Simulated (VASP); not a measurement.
Input of a VASP 6.6.1 run:

POSCAR

```
CuI
1.0
    4.3755374598      0.0000000000      0.0000000000
   -2.1877687299      3.7893265954      0.0000000000
    0.0000000000      0.0000000000      7.2537939909
Cu I
2 2
Direct
    0.3333333333      0.6666666667      0.2500000000
    0.6666666667      0.3333333333      0.7500000000
    0.6666666667      0.3333333333      0.2500000000
    0.3333333333      0.6666666667      0.7500000000
```

Contents of INCAR.step1:

```
ALGO = Normal ; EDIFF = 1E-4
ENCUT = 520 ; GGA = PE
ISMEAR = -1 ; LASPH = T
LCHARG = F ; LREAL = F
LWAVE = T ; NBANDS = 26
NELM = 80 ; PREC = Accurate
SIGMA = 0.02
```

The input INCAR.step2:

```
ALGO = Normal ; EDIFF = 1E-6
ENCUT = 520 ; ISIF = 2
ISMEAR = -1 ; ISTART = 1
LASPH = T ; LCHARG = T
LELF = T ; LMIXTAU = T
LREAL = F ; LVHAR = T
LWAVE = F ; METAGGA = R2SCAN
NBANDS = 26 ; NELM = 80
PREC = Accurate ; SIGMA = 0.02
```

The input KPOINTS:

```
k-points
0
Gamma
  6 6 4
```

Potentials or basis: VASP PAW PBE potentials, release 64 (Cu, I).

Launch:

```sh
$ cat potpaw_PBE.64/Cu/POTCAR potpaw_PBE.64/I/POTCAR > POTCAR
$ cp INCAR.step1 INCAR
$ mpirun -np 1 vasp_std > vasp.out
$ cp INCAR.step2 INCAR
$ mpirun -np 1 vasp_std > vasp.out
```

(1) Estimate the pressure.

(2) Estimate the band gap on the k mesh.

Results:

(1) -0.1 GPa.

(2) 1.66 eV, direct.

Caveat: the PAW data sets were made with another functional, which shifts forces and pressure a little; spin-orbit coupling is left out, which moves the levels of the heavy elements.
